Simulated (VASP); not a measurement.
# MgO in VASP: a series of runs

The runs below take MgO through single point, with PBE.

Program: VASP 6.6.1. These are calculated values, not measurements. Logs are shortened: lines on timing, memory, paths and dates and some standing lists are left out, and cuts for length are marked.

**1. The cell of the first run**

Symmetry: P6_3/mmc, No. 194, hexagonal system. The conventional cell has a = 3.604 Å, b = 3.604 Å, c = 4.041 Å, α = 90.00°, β = 90.00°, γ = 120.00°. Mg (site symmetry -6m2) has 5 O at 2.02 to 2.08 Å within 2.7 Å. O (site symmetry -6m2) has 5 Mg at 2.02 to 2.08 Å within 2.7 Å.

**2. Single point, PBE (the cell strained)**

INCAR

```
SYSTEM = MgO
ALGO = Normal
EDIFF = 1E-6
ENCUT = 520
GGA = PE
ISIF = 2
ISMEAR = 0
LASPH = .True.
LCHARG = .False.
LREAL = .False.
LWAVE = .False.
NBANDS = 16
NELM = 80
PREC = Accurate
SIGMA = 0.05
```

KPOINTS

```
k-points
0
Gamma
  9 9 6
  0 0 0
```

POSCAR

```
MgO
1.0
    3.6035392320      0.0000000000      0.0000000000
   -1.8017696160      3.1207565184      0.0000000000
    0.0000000000      0.0000000000      4.0414032678
Mg O
2 2
Direct
    0.6666666667      0.3333333333      0.7500000000
    0.3333333333      0.6666666667      0.2500000000
    0.6666666667      0.3333333333      0.2500000000
    0.3333333333      0.6666666667      0.7500000000
```

Potentials or basis: VASP PAW PBE potentials, release 64 (Mg, O).

Launch:

```bash
$ cat potpaw_PBE.64/Mg/POTCAR potpaw_PBE.64/O/POTCAR > POTCAR
$ mpirun -np 1 vasp_std > vasp.out
```

OUTCAR:

```text
SYSTEM = MgO
   EDIFF = 1E-6
   ENCUT = 520
   GGA = PE
   ISIF = 2
   ISMEAR = 0
   LASPH = .True.
   LREAL = .False.
   NELM = 80
   PREC = Accurate

 ion  position               nearest neighbor table
   1  0.667  0.333  0.750-   3 2.02   3 2.02   4 2.08   4 2.08   4 2.08   2 2.90   2 2.90   2 2.90
                             2 2.90   2 2.90   2 2.90
   2  0.333  0.667  0.250-   4 2.02   4 2.02   3 2.08   3 2.08   3 2.08   1 2.90   1 2.90   1 2.90
                             1 2.90   1 2.90   1 2.90
   3  0.667  0.333  0.250-   1 2.02   1 2.02   2 2.08   2 2.08   2 2.08
   4  0.333  0.667  0.750-   2 2.02   2 2.02   1 2.08   1 2.08   1 2.08

  LATTYP: Found a hexagonal cell.
 ALAT       =     3.6035392320
 C/A-ratio  =     1.1215094405

  Lattice vectors:

 A1 = (   3.6035392320,   0.0000000000,   0.0000000000)
 A2 = (  -1.8017696160,   3.1207565184,   0.0000000000)
 A3 = (   0.0000000000,   0.0000000000,   4.0414032678)

Analysis of symmetry for initial positions (statically):
=====================================================================
 Subroutine PRICEL returns:
 Original cell was already a primitive cell.

 Routine SETGRP: Setting up the symmetry group for a
 hexagonal supercell.

 Subroutine GETGRP returns: Found 24 space group operations
 (whereof 12 operations were pure point group operations)
 out of a pool of 24 trial point group operations.

The static configuration has the point symmetry D_3d.
 The point group associated with its full space group is D_6h.

Analysis of symmetry for dynamics (positions and initial velocities):
=====================================================================
 Subroutine PRICEL returns:
 Original cell was already a primitive cell.

 Routine SETGRP: Setting up the symmetry group for a
 hexagonal supercell.

 Subroutine GETGRP returns: Found 24 space group operations
 (whereof 12 operations were pure point group operations)
 out of a pool of 24 trial point group operations.

The dynamic configuration has the point symmetry D_3d.
 The point group associated with its full space group is D_6h.

 Subroutine INISYM returns: Found 24 space group operations
 (whereof 12 operations are pure point group operations),
 and found     1 'primitive' translations

----------------------------------------------------------------------------------------

                                     Primitive cell

  volume of cell :      45.4487

  direct lattice vectors                    reciprocal lattice vectors
     3.603539232  0.000000000  0.000000000     0.277504957  0.160217562  0.000000000
    -1.801769616  3.120756518  0.000000000     0.000000000  0.320435123  0.000000000
     0.000000000  0.000000000  4.041403268     0.000000000  0.000000000  0.247438806

  length of vectors
     3.603539232  3.603539232  4.041403268     0.320435123  0.320435123  0.247438806

  position of ions in fractional coordinates (direct lattice)
     0.666666667  0.333333333  0.750000000
     0.333333333  0.666666667  0.250000000
     0.666666667  0.333333333  0.250000000
     0.333333333  0.666666667  0.750000000

  ion indices of the primitive-cell ions
   primitive index   ion index
                 1           1
                 2           2
                 3           3
                 4           4

----------------------------------------------------------------------------------------

 KPOINTS: k-points

Automatic generation of k-mesh.
 Grid dimensions read from file:
 generate k-points for:    9    9    6

 Generating k-lattice:

  Cartesian coordinates                     Fractional coordinates (reciprocal lattice)
     0.030833884  0.017801951  0.000000000     0.111111111 -0.000000000  0.000000000
     0.000000000  0.035603903  0.000000000     0.000000000  0.111111111  0.000000000
     0.000000000  0.000000000  0.041239801     0.000000000  0.000000000  0.166666667

  Length of vectors
     0.035603903  0.035603903  0.041239801

  Shift w.r.t. Gamma in fractional coordinates (k-lattice)
     0.000000000  0.000000000  0.000000000

 Subroutine IBZKPT returns following result:
 ===========================================

 Found     48 irreducible k-points:

 Following reciprocal coordinates:
            Coordinates               Weight
  0.000000  0.000000  0.000000      1.000000
  0.111111  0.000000  0.000000      6.000000
  0.222222  0.000000  0.000000      6.000000
  0.333333  0.000000  0.000000      6.000000
  0.444444  0.000000  0.000000      6.000000
  0.111111  0.111111  0.000000      6.000000
[... 16 lines left out ...]
  0.333333  0.222222  0.166667     24.000000
  0.333333  0.333333  0.166667      4.000000
 [... further k-points ...]
   k-points           NKPTS =     48   k-points in BZ     NKDIM =     48   number of bands    NBANDS=     16
   number of dos      NEDOS =    301   number of ions     NIONS =      4
   total plane-waves  NPLWV =  23520
   dimension x,y,z NGX =    28 NGY =   28 NGZ =   30
   dimension x,y,z NGXF=    56 NGYF=   56 NGZF=   60
   ions per type =               2   2
   NGX,Y,Z   is equivalent  to a cutoff of  12.92, 12.92, 12.34 a.u.
   NGXF,Y,Z  is equivalent  to a cutoff of  25.84, 25.84, 24.68 a.u.
 SYSTEM =  MgO
   PREC   = accura    normal or accurate (medium, high low for compatibility)
   ISTART =      0    job   : 0-new  1-cont  2-samecut
   ICHARG =      2    charge: 1-file 2-atom 10-const
   ISPIN  =      1    spin polarized calculation?
   LNONCOLLINEAR =      F non collinear calculations
   LSORBIT =      F    spin-orbit coupling
   LASPH  =      T    aspherical Exc in radial PAW
   ENCUT  =  520.0 eV  38.22 Ry    6.18 a.u.   6.70  6.70  7.51*2*pi/ulx,y,z
   NELM   =     80;   NELMIN=  2; NELMDL= -5     # of ELM steps
   EDIFF  = 0.1E-05   stopping-criterion for ELM
   LREAL  =      F    real-space projection
   EDIFFG = 0.1E-04   stopping-criterion for IOM
   NSW    =      0    number of steps for IOM
   IBRION =     -1    ionic relax: 0-MD 1-quasi-New 2-CG
   NFREE  =      0    steps in history (QN), initial steepest desc. (CG)
   ISIF   =      2    stress and relaxation
   ISYM   =      2    0-nonsym 1-usesym 2-fastsym
   POTIM  = 0.5000    time-step for ionic-motion
   TEBEG  =    0.0;   TEEND  =   0.0 temperature during run
   PSTRESS=    0.0 pullay stress
   NELECT =      16.0000    total number of electrons
   NUPDOWN=      -1.0000    fix difference up-down
   EMIN   =  10.00;   EMAX   =-10.00  energy-range for DOS
   EFERMI =   0.00;   METHOD = LEGACY
   ISMEAR =     0;   SIGMA  =   0.05  broadening in eV -4-tet -1-fermi 0-gaus
   EFERMI_NEDOS =   21; number of points for ismear=-14 and -15
   IALGO  =     38    algorithm
   IMIX   =      4    mixing-type and parameters
     AMIX     =   0.40;   BMIX     =  1.00
     AMIX_MAG =   1.60;   BMIX_MAG =  1.00
  volume/ion in A,a.u.               =      11.36        76.68
  Fermi-wavevector in a.u.,A,eV,Ry     =   1.155955  2.184439 18.180550  1.336233
  Thomas-Fermi vector in A             =   2.292580
   LORBIT       =      0    0 simple, 1 ext, 2 COOP (PROOUT), +10 PAW based schemes
   GGA     = PE    functional components
   LHFCALC =     F    Hartree Fock is set to
   AEXX    =    0.0000 exact exchange contribution
   IVDW    =     0    specifies the selected vdW correction
   LEPSILON=     F    determine dielectric tensor
   LRPA    =     F    only Hartree local field effects (RPA)
 non-spin polarized calculation
 Gauss-broadening in eV      SIGMA  =   0.05
  energy-cutoff  :      520.00
  volume of cell :       45.45
 maximum number of plane-waves:      1241
 NGX is ok and might be reduce to    28
   NGX = 13   NGY = 13   NGZ = 15

 number of electron      15.9999996 magnetization

 Free energy of the ion-electron system (eV)
  ---------------------------------------------------
  ext. energy  EPLUGINS =         0.00000000
  ---------------------------------------------------
  free energy    TOTEN  =       -23.59578756 eV

  energy without entropy =      -23.59578756  energy(sigma->0) =      -23.59578756

 E-fermi :   1.9387     XC(G=0):  -9.9039

 val. band max:        1.6590853206   @ k =   0.0000   0.0000   0.0000
 cond. band min:       5.0270834123   @ k =   0.0000   0.0000   0.0000
 fundamental gap:      3.3679980916
 Fermi energy:         1.9387278176

 k-point     1 :       0.0000    0.0000    0.0000
  band No.  band energies     occupation
      1     -15.0500      2.00000
      2     -13.6407      2.00000
      3      -1.6209      2.00000
      4      -0.0116      2.00000
      5      -0.0116      2.00000
      6       1.0777      2.00000
[... 8 lines left out ...]
     15      16.9546      0.00000
     16      17.0794      0.00000

 k-point     2 :       0.1111    0.0000    0.0000
  band No.  band energies     occupation
      1     -14.9954      2.00000
      2     -13.6587      2.00000
      3      -1.5359      2.00000
      4      -0.1736      2.00000
      5      -0.1081      2.00000
      6       0.7957      2.00000
[... 8 lines left out ...]
     15      16.5675      0.00000
     16      16.7037      0.00000

 k-point     3 :       0.2222    0.0000    0.0000
  band No.  band energies     occupation
      1     -14.8442      2.00000
      2     -13.7170      2.00000
      3      -1.2924      2.00000
      4      -0.6631      2.00000
      5      -0.3113      2.00000
      6       0.4028      2.00000
[... 8 lines left out ...]
     15      15.7320      0.00000
     16      16.4895      0.00000

 k-point     4 :       0.3333    0.0000    0.0000
  band No.  band energies     occupation
      1     -14.6349      2.00000
      2     -13.8193      2.00000
      3      -1.2285      2.00000
      4      -0.9322      2.00000
      5      -0.5014      2.00000
      6       0.1797      2.00000
[... 8 lines left out ...]
     15      15.2092      0.00000
     16      16.6447      0.00000

 k-point     5 :       0.4444    0.0000    0.0000
  band No.  band energies     occupation
      1     -14.4464      2.00000
      2     -13.9375      2.00000
      3      -1.5706      2.00000
      4      -0.6107      2.00000
      5      -0.5754      2.00000
      6       0.0788      2.00000
[... 8 lines left out ...]
     15      15.7009      0.00000
     16      16.8184      0.00000

 k-point     6 :       0.1111    0.1111    0.0000
  band No.  band energies     occupation
      1     -14.8924      2.00000
      2     -13.6971      2.00000
      3      -1.3713      2.00000
      4      -0.4518      2.00000
      5      -0.3340      2.00000
      6       0.5351      2.00000
[... 8 lines left out ...]
     15      16.1679      0.00000
     16      16.3131      0.00000
[... 267 lines left out ...]
 k-point    21 :       0.4444    0.1111    0.1667
  band No.  band energies     occupation
      1     -14.3335      2.00000
      2     -13.9869      2.00000
      3      -1.7967      2.00000
      4      -0.7560      2.00000
      5      -0.7159      2.00000
      6       0.0717      2.00000
[... 8 lines left out ...]
     15      16.1722      0.00000
     16      16.7504      0.00000

 k-point    22 :       0.2222    0.2222    0.1667
  band No.  band energies     occupation
      1     -14.4608      2.00000
      2     -13.9058      2.00000
      3      -1.3787      2.00000
      4      -1.3332      2.00000
      5      -0.3312      2.00000
      6       0.1119      2.00000
[... 8 lines left out ...]
     15      16.4395      0.00000
     16      17.0828      0.00000

 k-point    23 :       0.3333    0.2222    0.1667
  band No.  band energies     occupation
      1     -14.2919      2.00000
      2     -14.0147      2.00000
      3      -1.6466      2.00000
      4      -1.1029      2.00000
      5      -0.6888      2.00000
      6       0.3419      2.00000
[... 8 lines left out ...]
     15      16.2772      0.00000
     16      17.2808      0.00000

 k-point    24 :       0.3333    0.3333    0.1667
  band No.  band energies     occupation
      1     -14.1428      2.00000
      2     -14.1428      2.00000
      3      -1.6420      2.00000
      4      -0.9723      2.00000
      5      -0.9723      2.00000
      6       0.6749      2.00000
[... 8 lines left out ...]
     15      16.1758      0.00000
     16      17.9293      0.00000

 [... further k-points ...]
[... 5 lines left out ...]
  --------------------------------------------------------------------------------------
  -------------------------------------------------------------------------------------
  Total       -0.8328828     -0.8328828      2.7692880      0.0000000     -0.0000000      0.0000000
  in kB      -29.3611562    -29.3611562     97.6241753      0.0000000     -0.0000000      0.0000000
  external PRESSURE =      12.9672876 kB  Pullay stress =       0.0000000 kB

 VOLUME and BASIS-vectors are now :
 -----------------------------------------------------------------------------
  energy-cutoff  :      520.00
  volume of cell :       45.45
      direct lattice vectors                 reciprocal lattice vectors
     3.603539232  0.000000000  0.000000000     0.277504957  0.160217562  0.000000000
    -1.801769616  3.120756518  0.000000000     0.000000000  0.320435123  0.000000000
     0.000000000  0.000000000  4.041403268     0.000000000  0.000000000  0.247438806

 POSITION                                       TOTAL-FORCE (eV/Angst)
 -----------------------------------------------------------------------------------
      1.80177      1.04025      3.03105        -0.000000      0.000000      0.000000
     -0.00000      2.08050      1.01035         0.000000     -0.000000      0.000000
      1.80177      1.04025      1.01035        -0.000000     -0.000000      0.000000
     -0.00000      2.08050      3.03105         0.000000      0.000000      0.000000
 -----------------------------------------------------------------------------------
    total drift:                               -0.000000      0.000000     -0.000000

  FREE ENERGIE OF THE ION-ELECTRON SYSTEM (eV)
  ---------------------------------------------------
  free  energy   TOTEN  =       -23.5957875586 eV

  energy  without entropy=      -23.5957875586  energy(sigma->0) =      -23.59578756
```

Wall time 17 s (1 thread of Intel Xeon Platinum 8488C (Sapphire Rapids), shared host); peak memory 0.18 GiB.

What came out:

| Item | Value |
| --- | --- |
| Free energy | -23.5958 eV |
| Pressure | 1.3 GPa |
| Band gap on the k mesh | 3.37 eV |

Stress tensor (GPa, compression positive):
```
-2.94  0.00  0.00
 0.00 -2.94  0.00
 0.00  0.00  9.76
```

Caveat: the cell differs from its parent crystal (the cell strained).

[end of part 1 of 3]
